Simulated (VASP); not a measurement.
# TiS2 (P-3m1) in VASP: relaxation of the atoms with PBE

Aim: the relaxation of the atoms of TiS2 with PBE.

Everything below comes from runs of VASP 6.6.1. Logs are shortened: lines on timing, memory, paths and dates and some standing lists are left out, and cuts for length are marked.

### 1 The cell of the first run

It takes space group P-3m1 (No. 164, trigonal). The conventional cell has a = 3.412 Å, b = 3.412 Å, c = 5.695 Å, α = 90.00°, β = 90.00°, γ = 120.00°. Within 3.2 Å of Ti (site symmetry -3m) lie 6 S at 2.43 Å. S (site symmetry 3m) has 3 Ti at 2.43 Å within 3.2 Å.

### 2 Relaxation of the atoms, PBE

Contents of INCAR:

```
PREC = Accurate ; ENCUT = 450
EDIFF = 1E-7 ; ISMEAR = -1
SIGMA = 0.05 ; LREAL = F
LASPH = T ; NELM = 120
ALGO = Normal ; ISIF = 2
LWAVE = F ; LCHARG = F
GGA = PE ; IBRION = 2
NSW = 80 ; EDIFFG = -0.02
GGA_COMPAT = F ; NELMIN = 4
```

Contents of KPOINTS:

```
Automatic mesh
0
Gamma
  11 11 6
```

Contents of POSCAR:

```
TiS2
1.0
    3.4120005726      0.0000000000      0.0000000000
   -1.7060002863      2.9548791736      0.0000000000
    0.0000000000      0.0000000000      5.6950000000
Ti S
1 2
Direct
    0.0000000000      0.0000000000      0.0000000000
    0.3333333333      0.6666666667      0.2500000000
    0.6666666667      0.3333333333      0.7500000000
```

Potentials or basis: VASP PAW PBE potentials, release 64 (Ti_sv, S).

On the command line:

```bash
$ cat potpaw_PBE.64/Ti_sv/POTCAR potpaw_PBE.64/S/POTCAR > POTCAR
$ mpirun -np 1 vasp_std > vasp.out
```

OUTCAR:

```text
PREC = Accurate
   ENCUT = 450
   EDIFF = 1E-7
   ISMEAR = -1
   LREAL = F
   LASPH = T
   NELM = 120
   ISIF = 2
   GGA = PE
   IBRION = 2
   NSW = 80
   EDIFFG = -0.02
   NELMIN = 4

 ion  position               nearest neighbor table
   1  0.000  0.000  0.000-   2 2.43   3 2.43   3 2.43   2 2.43   3 2.43   2 2.43
   2  0.333  0.667  0.250-   1 2.43   1 2.43   1 2.43
   3  0.667  0.333  0.750-   1 2.43   1 2.43   1 2.43

  LATTYP: Found a hexagonal cell.
 ALAT       =     3.4120005726
 C/A-ratio  =     1.6691087469

  Lattice vectors:

 A1 = (   3.4120005726,   0.0000000000,   0.0000000000)
 A2 = (  -1.7060002863,   2.9548791736,   0.0000000000)
 A3 = (   0.0000000000,   0.0000000000,   5.6950000000)

Analysis of symmetry for initial positions (statically):
=====================================================================
 Subroutine PRICEL returns:
 Original cell was already a primitive cell.

 Routine SETGRP: Setting up the symmetry group for a
 hexagonal supercell.

 Subroutine GETGRP returns: Found 12 space group operations
 (whereof 12 operations were pure point group operations)
 out of a pool of 24 trial point group operations.

The static configuration has the point symmetry D_3d.

Analysis of symmetry for dynamics (positions and initial velocities):
=====================================================================
 Subroutine PRICEL returns:
 Original cell was already a primitive cell.

 Routine SETGRP: Setting up the symmetry group for a
 hexagonal supercell.

 Subroutine GETGRP returns: Found 12 space group operations
 (whereof 12 operations were pure point group operations)
 out of a pool of 24 trial point group operations.

The dynamic configuration has the point symmetry D_3d.

 Subroutine INISYM returns: Found 12 space group operations
 (whereof 12 operations are pure point group operations),
 and found     1 'primitive' translations

----------------------------------------------------------------------------------------

                                     Primitive cell

  volume of cell :      57.4173

  direct lattice vectors                    reciprocal lattice vectors
     3.412000573  0.000000000  0.000000000     0.293083186  0.169211657  0.000000000
    -1.706000286  2.954879174  0.000000000     0.000000000  0.338423313  0.000000000
     0.000000000  0.000000000  5.695000000     0.000000000  0.000000000  0.175592625

  length of vectors
     3.412000573  3.412000573  5.695000000     0.338423313  0.338423313  0.175592625

  position of ions in fractional coordinates (direct lattice)
     0.000000000  0.000000000  0.000000000
     0.333333333  0.666666667  0.250000000
     0.666666667  0.333333333  0.750000000

  ion indices of the primitive-cell ions
   primitive index   ion index
                 1           1
                 2           2
                 3           3

----------------------------------------------------------------------------------------

 KPOINTS: Automatic mesh

Automatic generation of k-mesh.
 Grid dimensions read from file:
 generate k-points for:   11   11    6

 Generating k-lattice:

  Cartesian coordinates                     Fractional coordinates (reciprocal lattice)
     0.026643926  0.015382878  0.000000000     0.090909091  0.000000000  0.000000000
     0.000000000  0.030765756  0.000000000     0.000000000  0.090909091  0.000000000
     0.000000000  0.000000000  0.029265438     0.000000000  0.000000000  0.166666667

  Length of vectors
     0.030765756  0.030765756  0.029265438

  Shift w.r.t. Gamma in fractional coordinates (k-lattice)
     0.000000000  0.000000000  0.000000000

 Subroutine IBZKPT returns following result:
 ===========================================

 Found     84 irreducible k-points:

 Following reciprocal coordinates:
            Coordinates               Weight
  0.000000  0.000000  0.000000      1.000000
  0.090909 -0.000000  0.000000      6.000000
  0.181818  0.000000  0.000000      6.000000
  0.272727  0.000000  0.000000      6.000000
  0.363636 -0.000000  0.000000      6.000000
  0.454545  0.000000  0.000000      6.000000
[... 16 lines left out ...]
  0.000000  0.272727  0.166667      6.000000
  0.363636 -0.000000  0.166667      6.000000
 [... further k-points ...]
   k-points           NKPTS =     84   k-points in BZ     NKDIM =     84   number of bands    NBANDS=     16
   number of dos      NEDOS =    301   number of ions     NIONS =      3
   total plane-waves  NPLWV =  23040
   dimension x,y,z NGX =    24 NGY =   24 NGZ =   40
   dimension x,y,z NGXF=    48 NGYF=   48 NGZF=   80
   ions per type =               1   2
   NGX,Y,Z   is equivalent  to a cutoff of  11.69, 11.69, 11.68 a.u.
   NGXF,Y,Z  is equivalent  to a cutoff of  23.39, 23.39, 23.35 a.u.
 SYSTEM =  unknown system
   PREC   = accura    normal or accurate (medium, high low for compatibility)
   ISTART =      0    job   : 0-new  1-cont  2-samecut
   ICHARG =      2    charge: 1-file 2-atom 10-const
   ISPIN  =      1    spin polarized calculation?
   LNONCOLLINEAR =      F non collinear calculations
   LSORBIT =      F    spin-orbit coupling
   LASPH  =      T    aspherical Exc in radial PAW
   ENCUT  =  450.0 eV  33.07 Ry    5.75 a.u.   5.90  5.90  9.85*2*pi/ulx,y,z
   NELM   =    120;   NELMIN=  4; NELMDL= -5     # of ELM steps
   EDIFF  = 0.1E-06   stopping-criterion for ELM
   LREAL  =      F    real-space projection
   EDIFFG = -.2E-01   stopping-criterion for IOM
   NSW    =     80    number of steps for IOM
   IBRION =      2    ionic relax: 0-MD 1-quasi-New 2-CG
   NFREE  =      1    steps in history (QN), initial steepest desc. (CG)
   ISIF   =      2    stress and relaxation
   ISYM   =      2    0-nonsym 1-usesym 2-fastsym
   POTIM  = 0.5000    time-step for ionic-motion
   TEBEG  =    0.0;   TEEND  =   0.0 temperature during run
   PSTRESS=    0.0 pullay stress
   NELECT =      24.0000    total number of electrons
   NUPDOWN=      -1.0000    fix difference up-down
   EMIN   =  10.00;   EMAX   =-10.00  energy-range for DOS
   EFERMI =   0.00;   METHOD = LEGACY
   ISMEAR =    -1;   SIGMA  =   0.05  broadening in eV -4-tet -1-fermi 0-gaus
   EFERMI_NEDOS =   21; number of points for ismear=-14 and -15
   IALGO  =     38    algorithm
   IMIX   =      4    mixing-type and parameters
     AMIX     =   0.40;   BMIX     =  1.00
     AMIX_MAG =   1.60;   BMIX_MAG =  1.00
  volume/ion in A,a.u.               =      19.14       129.16
  Fermi-wavevector in a.u.,A,eV,Ry     =   1.224046  2.313111 20.385453  1.498289
  Thomas-Fermi vector in A             =   2.359135
   LORBIT       =      0    0 simple, 1 ext, 2 COOP (PROOUT), +10 PAW based schemes
   GGA     = PE    functional components
   LHFCALC =     F    Hartree Fock is set to
   AEXX    =    0.0000 exact exchange contribution
   IVDW    =     0    specifies the selected vdW correction
   LEPSILON=     F    determine dielectric tensor
   LRPA    =     F    only Hartree local field effects (RPA)
 conjugate gradient relaxation of ions
 non-spin polarized calculation
  energy-cutoff  :      450.00
  volume of cell :       57.42
 maximum number of plane-waves:      1270
   NGX = 11   NGY = 11   NGZ = 19

--------------------------------------- Ionic step        1  -------------------------------------------

 number of electron      24.0000004 magnetization

 Free energy of the ion-electron system (eV)
  ---------------------------------------------------
  ext. energy  EPLUGINS =         0.00000000
  ---------------------------------------------------
  free energy    TOTEN  =       -19.92907154 eV

  energy without entropy =      -19.92504096  energy(sigma->0) =      -19.92705625

------------------------ aborting loop because EDIFF is reached ----------------------------------------

  FORCE on cell =-STRESS in cart. coord.  units (eV):
  Direction    XX          YY          ZZ          XY          YZ          ZX
  --------------------------------------------------------------------------------------
  -------------------------------------------------------------------------------------
  Total       -0.0310743     -0.0310743      0.3469010      0.0000000      0.0000000      0.0000000
  in kB       -0.8670992     -0.8670992      9.6799608      0.0000000      0.0000000      0.0000000
  external PRESSURE =       2.6485875 kB  Pullay stress =       0.0000000 kB

 VOLUME and BASIS-vectors are now :
 -----------------------------------------------------------------------------
  energy-cutoff  :      450.00
  volume of cell :       57.42
      direct lattice vectors                 reciprocal lattice vectors
     3.412000573  0.000000000  0.000000000     0.293083186  0.169211657  0.000000000
    -1.706000286  2.954879174  0.000000000     0.000000000  0.338423313  0.000000000
     0.000000000  0.000000000  5.695000000     0.000000000  0.000000000  0.175592625
[... 38 lines left out ...]
 POSITION                                       TOTAL-FORCE (eV/Angst)
 -----------------------------------------------------------------------------------
      3.41200      0.00000      0.00000        -0.000000      0.000000      0.000000
     -0.00000      1.96992      1.41753         0.000000     -0.000000     -0.050760
      1.70600      0.98496      4.27747        -0.000000     -0.000000      0.050760
 -----------------------------------------------------------------------------------
    total drift:                               -0.000000      0.000000     -0.000000

  FREE ENERGIE OF THE ION-ELECTRON SYSTEM (eV)
  ---------------------------------------------------
  free  energy   TOTEN  =       -19.9301956551 eV

  energy  without entropy=      -19.9262428770  energy(sigma->0) =      -19.92821927

--------------------------------------- Ionic step        3  -------------------------------------------

 number of electron      24.0000002 magnetization

 Free energy of the ion-electron system (eV)
  ---------------------------------------------------
  ext. energy  EPLUGINS =         0.00000000
  ---------------------------------------------------
  free energy    TOTEN  =       -19.93040373 eV

  energy without entropy =      -19.92650319  energy(sigma->0) =      -19.92845346

 E-fermi :   5.4247     XC(G=0): -10.0858

 val. band max:        5.4158857629   @ k =   0.4545   0.0000   0.5000
 cond. band min:       5.4420031595   @ k =   0.0000   0.0000   0.1667
 fundamental gap:      0.0261173967
 Fermi energy:         5.4246913260

 k-point     1 :       0.0000    0.0000    0.0000
  band No.  band energies     occupation
      1     -52.2319      2.00000
      2     -28.4586      2.00000
      3     -28.4131      2.00000
      4     -28.4131      2.00000
      5      -8.3324      2.00000
      6      -6.6448      2.00000
[... 8 lines left out ...]
     15       6.3544      0.00000
     16       8.9019      0.00000
[... 419 lines left out ...]
 k-point    24 :       0.3636   -0.0000    0.1667
  band No.  band energies     occupation
      1     -52.2220      2.00000
      2     -28.5193      2.00000
      3     -28.4375      2.00000
      4     -28.4374      2.00000
      5      -7.0146      2.00000
      6      -6.5727      2.00000
[... 8 lines left out ...]
     15       7.1878      0.00000
     16       9.1164      0.00000

 [... further k-points ...]

------------------------ aborting loop because EDIFF is reached ----------------------------------------

  FORCE on cell =-STRESS in cart. coord.  units (eV):
  Direction    XX          YY          ZZ          XY          YZ          ZX
  --------------------------------------------------------------------------------------
  -------------------------------------------------------------------------------------
  Total        0.1409291      0.1409291      0.6693982      0.0000000      0.0000000      0.0000000
  in kB        3.9324988      3.9324988     18.6789559      0.0000000      0.0000000      0.0000000
  external PRESSURE =       8.8479845 kB  Pullay stress =       0.0000000 kB

 VOLUME and BASIS-vectors are now :
 -----------------------------------------------------------------------------
  energy-cutoff  :      450.00
  volume of cell :       57.42
      direct lattice vectors                 reciprocal lattice vectors
     3.412000573  0.000000000  0.000000000     0.293083186  0.169211657  0.000000000
    -1.706000286  2.954879174  0.000000000     0.000000000  0.338423313  0.000000000
     0.000000000  0.000000000  5.695000000     0.000000000  0.000000000  0.175592625

 POSITION                                       TOTAL-FORCE (eV/Angst)
 -----------------------------------------------------------------------------------
      0.00000      0.00000      0.00000         0.000000      0.000000      0.000000
     -0.00000      1.96992      1.41374         0.000000      0.000000     -0.003029
      1.70600      0.98496      4.28126        -0.000000     -0.000000      0.003029
 -----------------------------------------------------------------------------------
    total drift:                                0.000000      0.000000     -0.000000

  FREE ENERGIE OF THE ION-ELECTRON SYSTEM (eV)
  ---------------------------------------------------
  free  energy   TOTEN  =       -19.9304037262 eV

  energy  without entropy=      -19.9265031938  energy(sigma->0) =      -19.92845346

 reached required accuracy - stopping structural energy minimisation
```

Run time: 2.8 min. Hardware: 1 thread of Intel Xeon 8259CL, shared host; peak memory 0.2 GiB.

What came out:

| Property | Result |
| --- | --- |
| Free energy | -19.9304 eV |
| Energy gained by relaxing | 0.4 meV/atom |
| Ionic steps | 3 |
| Pressure after relaxing | 0.9 GPa |
| Largest force after relaxing | 0.003 eV/Å |
| Band gap on the k mesh | zero (bands 12 and 13 overlap by 0.07 eV) |

Forces on the atoms (eV/Å):
```
Ti   0.000  0.000  0.000
S    0.000  0.000 -0.003
S    0.000  0.000  0.003
```

Stress tensor (GPa, compression positive):
```
0.39 0.00 0.00
0.00 0.39 0.00
0.00 0.00 1.87
```

Step by step:
```tsv
step	energy change (eV)	largest force (eV/Å)	pressure (GPa)
1	0.0000	0.1289	0.26
2	-0.0011	0.0508	0.65
3	-0.0013	0.0030	0.88
```

Final structure:
```
CELL_PARAMETERS angstrom
3.41200 0.00000 0.00000
-1.70600 2.95488 0.00000
0.00000 0.00000 5.69500
ATOMIC_POSITIONS crystal
Ti 0.00000 0.00000 0.00000
S 0.33333 0.66667 0.24824
S 0.66667 0.33333 0.75176
```

Caveat: this functional lacks dispersion, which binds the layers, so the pressure and a relaxed spacing across them are unreliable.
